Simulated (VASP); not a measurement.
Input of a VASP 6.6.1 run:

INCAR

```
ALGO = Normal
EDIFF = 1E-7
ENCUT = 520
GGA = CA
ISIF = 2
ISMEAR = -1
LASPH = T
LCHARG = T
LELF = T
LREAL = F
LVHAR = T
LWAVE = F
NBANDS = 20
NELM = 80
PREC = Accurate
SIGMA = 0.05
```

Contents of KPOINTS:

```
k-points
0
Gamma
  15 15 8
```

The input POSCAR:

```
Nb
1.0
    2.8108293873      0.0000000000      0.0000000000
   -1.4054146937      2.4342496551      0.0000000000
    0.0000000000      0.0000000000      5.1555270269
Nb
2
Direct
    0.3333333333      0.6666666667      0.2500000000
    0.6666666667      0.3333333333      0.7500000000
```

Potentials or basis: VASP PAW LDA potentials, release 64 (Nb_sv).

Run with:

```console
$ cat potpaw_LDA.64/Nb_sv/POTCAR > POTCAR
$ mpirun -np 1 vasp_std > vasp.out
```

Problem. Predict the band gap on the k mesh.

Solution. Zero (band 13 reaches 13.91 eV, above the bottom of band 14 at 10.88 eV).

Problem. Estimate the pressure.

Solution. -0.1 GPa.
